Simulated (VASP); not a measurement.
# Bi: single point with PBE+D3(BJ)

Crystal: Bi.

```xyz
1
Lattice="-2.1131 2.1131 1.8198 2.1131 -2.1131 1.8198 2.1131 2.1131 -1.8198" Properties=species:S:1:pos:R:3 pbc="T T T"
Bi    0.0000    0.0000    0.0000
```

```
Program                : VASP 6.6.1
Task                   : single point
Functional             : PBE
Dispersion             : D3(BJ)
Potentials or basis    : VASP PAW PBE potentials, release 64 (Bi_d)
Cutoff                 : 520 eV
k mesh                 : 18 × 18 × 18
Occupations            : gaussian, width 0.15 eV
Spin                   : no spin polarisation
Dipole correction      : no
Further INCAR settings : ALGO = Fast; EDIFF = 1e-07; NBANDS = 14
```

```yaml
Pressure: -3.4 GPa
Band_gap_on_the_k_mesh: zero (an odd number of electrons rules out a gap without spin polarisation)
Dispersion_energy_per_atom: -0.486 eV
```

Stress tensor (GPa, compression positive):
```
-3.46  0.00  0.00
 0.00 -3.46  0.00
 0.00  0.00 -3.29
```

Levels at points of the mesh, in eV from the Fermi level:
```
           k point  band 3  band 4  band 5  band 6  band 7  band 8  band 9  band 10  band 11  band 12
(0.00, 0.00, 0.00)  -23.04  -23.00  -22.93  -13.30    4.31    4.31    5.41     8.20     9.68    10.32
(0.50, 0.00, 0.00)  -22.96  -22.93  -22.88  -10.23   -4.78    1.10    2.53     5.31     6.77    11.61
(0.50, 0.50, 0.00)  -22.98  -22.96  -22.89  -10.87   -5.06    2.64    4.55     7.10     9.11    10.19
(0.50, 0.50, 0.50)  -22.91  -22.91  -22.87   -8.80   -2.46   -2.46   -0.02     2.98     4.55    15.51
```

Wall time 2.2 min on 1 thread of AMD EPYC 9R45 96-Core Processor (Zen 5) (shared host), peak memory 0.29 GiB.

Caveat: the cell stands under tension; spin-orbit coupling is left out, which moves the levels of the heavy elements.
